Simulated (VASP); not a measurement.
Write the native input for VASP 6.6.1 that does the following.

* Task: single point
* Functional: PBE
* Potentials or basis: VASP PAW PBE potentials, release 64 (Ga_d)
* Cutoff: 520 eV
* k mesh: 10 × 10 × 10
* Occupations: gaussian, width 0.02 eV
* Spin: no spin polarisation
* Dipole correction: no
* Further INCAR settings: ALGO = Fast; EDIFF = 1e-06; NBANDS = 12

The structure of Ga lies in POSCAR:

```
Ga
1.0
    2.7164800000      0.0000000000      0.0000000000
    0.0000000000      2.7164800000      0.0000000000
    0.0000000000      0.0000000000      2.7164800000
Ga
1
Direct
    0.0000000000      0.0000000000      0.0000000000
```

One way to write it, as run:

INCAR

```
SYSTEM = Ga
PREC     = Accurate       ! precision mode
ENCUT    = 520            ! plane-wave cutoff, eV
EDIFF    = 1E-6           ! SCF threshold, eV
ISMEAR   = 0              ! smearing method
SIGMA    = 0.02           ! smearing width, eV
LREAL    = .FALSE.        ! projectors in reciprocal space
LASPH    = .TRUE.         ! aspherical terms in the spheres
NELM     = 100            ! most SCF steps
ALGO     = Fast           ! electronic algorithm
ISIF     = 2              ! what is computed and relaxed
LWAVE    = .FALSE.        ! write WAVECAR
LCHARG   = .FALSE.        ! write CHGCAR
GGA      = PE             ! functional
NBANDS   = 12             ! bands
```

KPOINTS

```
Automatic mesh
0
G
  10 10 10
  0 0 0
```

Potentials or basis: VASP PAW PBE potentials, release 64 (Ga_d).

Launch:

```bash
$ cat potpaw_PBE.64/Ga_d/POTCAR > POTCAR
$ mpirun -np 1 vasp_std > vasp.out
```

Results of the run:

- Pressure: 0.6 GPa

Run time: 6.4 s on 1 thread of Intel Xeon 6975P-C, on a shared host, peak memory 0.13 GiB.
